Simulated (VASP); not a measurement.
A run of VASP 6.6.1 is set up as follows.

The input INCAR:

```
SYSTEM = Mo
PREC = Accurate
ENCUT = 520
EDIFF = 1E-7
ISMEAR = 0
SIGMA = 0.15
LREAL = .FALSE.
LASPH = .TRUE.
NELM = 100
ALGO = Fast
ISIF = 2
LWAVE = .FALSE.
LCHARG = .FALSE.
GGA = PS
NBANDS = 13
```

Contents of KPOINTS:

```
regular mesh
0
G
  22 22 22
  0 0 0
```

The input POSCAR:

```
Mo
1.0
   -1.5710000000      1.5710000000      1.4924500000
    1.5710000000     -1.5710000000      1.4924500000
    1.5710000000      1.5710000000     -1.4924500000
Mo
1
Direct
    0.0000000000      0.0000000000      0.0000000000
```

Potentials or basis: VASP PAW PBE potentials, release 64 (Mo_sv).

Launch:

```console
$ cat potpaw_PBE.64/Mo_sv/POTCAR > POTCAR
$ mpirun -np 1 vasp_std > vasp.out
```

(1) Predict the pressure.

(2) Predict the band gap on the k mesh.

Answers

(1) 13.0 GPa.

(2) zero (band 7 reaches 17.74 eV, above the bottom of band 8 at 12.04 eV).

Caveat: the cell differs from its parent crystal (strain -0.0500 x Voigt [0, 0, 1, 0, 0, 0]); the PAW data sets were made with another functional, which shifts forces and pressure a little.
